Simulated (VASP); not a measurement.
Crystal: CuO.

```
Cu O
1.0
     2.34465   -1.71340    0.00000
     2.34465    1.71340    0.00000
    -0.86055    0.00000    5.05944
Cu O
2 2
Direct
  0.00320 0.49680 0.00000
  0.49680 0.00320 0.50000
  0.57140 0.40560 0.25370
  0.40560 0.57140 0.75370
```

| Property | Result |
| --- | --- |
| Program | VASP 6.6.1 |
| Task | relaxation of cell and atoms |
| Functional | PBE |
| Potentials or basis | VASP PAW PBE potentials, release 64 (Cu, O) |
| Cutoff | 600 eV |
| k mesh | 8 × 8 × 4 |
| Occupations | fermi-dirac, width 0.05 eV |
| Spin | no spin polarisation |

At the start: pressure 6.3 GPa; volume 10.16 Å³/atom.

How do energy, volume and symmetry change on relaxing?

Over 60 steps the energy falls by 60.8 meV/atom and the volume is 11.19 Å³/atom (+10.2 %); space group Cc (No. 9, to 0.1 Å) before, Cccm (No. 66, to 0.1 Å).

The path:
```csv
step,energy change (eV),largest force (eV/Å),pressure (GPa),volume (Å³)
1,0.0000,0.7870,6.29,40.65
3,-0.0737,0.3181,-1.42,42.41
5,-0.0949,0.2415,1.98,41.96
7,-0.1396,0.1327,0.48,43.19
9,-0.1557,0.1004,-0.63,44.32
11,-0.2139,0.1903,-1.04,45.03
13,-0.2225,0.2881,-1.27,45.24
15,-0.2382,0.0716,0.59,44.64
17,-0.2397,0.0721,-0.44,44.84
19,-0.2407,0.0391,0.04,44.70
21,-0.2421,0.0286,0.72,44.62
23,-0.2426,0.0317,0.22,44.72
25,-0.2427,0.0348,-0.08,44.82
27,-0.2430,0.0164,-0.10,44.82
29,-0.2431,0.0251,-0.05,44.81
31,-0.2432,0.0130,-0.04,44.75
33,-0.2432,0.0091,0.17,44.77
35,-0.2432,0.0080,0.03,44.77
37,-0.2432,0.0072,-0.16,44.77
39,-0.2432,0.0125,-0.06,44.80
41,-0.2432,0.0105,-0.03,44.78
43,-0.2432,0.0076,-0.06,44.78
45,-0.2433,0.0073,-0.01,44.77
47,-0.2433,0.0095,0.05,44.77
49,-0.2433,0.0077,0.05,44.79
51,-0.2433,0.0079,0.11,44.79
53,-0.2433,0.0078,-0.03,44.80
55,-0.2433,0.0077,-0.17,44.80
57,-0.2433,0.0091,-0.03,44.80
59,-0.2433,0.0053,0.00,44.79
60,-0.2433,0.0036,0.02,44.78
```

Final structure:
```yaml
crystal:
  lattice:
    - [2.13173, -2.02513, 0.16763]
    - [2.13173, 2.02513, 0.16763]
    - [-0.42032, 0.00000, 5.15335]
  atoms:
    - { symbol: Cu, position: [0.99437, 0.49404, 0.00185] }
    - { symbol: Cu, position: [0.49404, 0.99437, 0.50185] }
    - { symbol: O, position: [0.49499, 0.49360, 0.25185] }
    - { symbol: O, position: [0.49360, 0.49499, 0.75185] }
```
